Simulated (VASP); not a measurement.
Wanted: the native input for a VASP 6.6.1 run.

- Task: relaxation of cell and atoms
- Functional: PBE
- Potentials or basis: VASP PAW PBE potentials, release 64 (Sn_d, Pb_d, O)
- Cutoff: 600 eV
- k mesh: 4 × 4 × 2
- Occupations: gaussian, width 0.1 eV
- Spin: no spin polarisation
- Dipole correction: no
- Further INCAR settings: ALGO = Normal; EDIFF = 1e-06; IBRION = 2; EDIFFG = -0.04; NSW = 90; ISIF = 3

The structure of Sn3PbO4 lies in POSCAR:

```
Sn3PbO4
1.0
    3.9023167200      0.0000000000      0.0000000000
    0.0000000000      3.9023167200      0.0000000000
    0.0000000000      0.0000000000      9.9459454700
Sn Pb O
3 1 4
Direct
    0.5000000000      0.5000000000      0.1184500000
    0.5000000000      0.5000000000      0.6184500000
    0.0000000000      0.0000000000      0.8815500000
    0.0000000000      0.0000000000      0.3815500000
    0.0000000000      0.5000000000      0.0000000000
    0.0000000000      0.5000000000      0.5000000000
    0.5000000000      0.0000000000      0.0000000000
    0.5000000000      0.0000000000      0.5000000000
```

These files were run (other wordings do the same):

INCAR

```
ALGO = Normal
EDIFF = 1E-6
EDIFFG = -0.04
ENCUT = 600
GGA = PE
IBRION = 2
ISIF = 3
ISMEAR = 0
LASPH = T
LCHARG = F
LREAL = F
LWAVE = F
NELM = 80
NSW = 90
PREC = Accurate
SIGMA = 0.1
```

KPOINTS

```
k-points
0
Gamma
  4 4 2
```

Potentials or basis: VASP PAW PBE potentials, release 64 (Sn_d, Pb_d, O).

Command:

```console
$ cat potpaw_PBE.64/Sn_d/POTCAR potpaw_PBE.64/Pb_d/POTCAR potpaw_PBE.64/O/POTCAR > POTCAR
$ mpirun -np 1 vasp_std > vasp.out
```

It gave:

| Property | Result |
| --- | --- |
| Relaxed volume | 19.85 Å³/atom |
| Relaxed cell | a = 3.906 Å, b = 3.906 Å, c = 10.410 Å, α = 90.00°, β = 90.00°, γ = 90.00° |
| Space group after relaxing (to 0.1 Å) | P4mm (No. 99) |
| Energy gained by relaxing | 16.4 meV/atom |
| Ionic steps | 12 |
| Pressure after relaxing | 0.0 GPa |
| Largest force after relaxing | 0.035 eV/Å |
| Band gap on the k mesh | 0.82 eV (least direct gap 1.72 eV) |

Caveat: spin-orbit coupling is left out, which moves the levels of the heavy elements.

It took 14 min on 1 thread of Intel(R) Xeon(R) Platinum 8375C CPU @ 2.90GHz (Ice Lake), with other jobs on the host, peak memory 0.34 GiB.
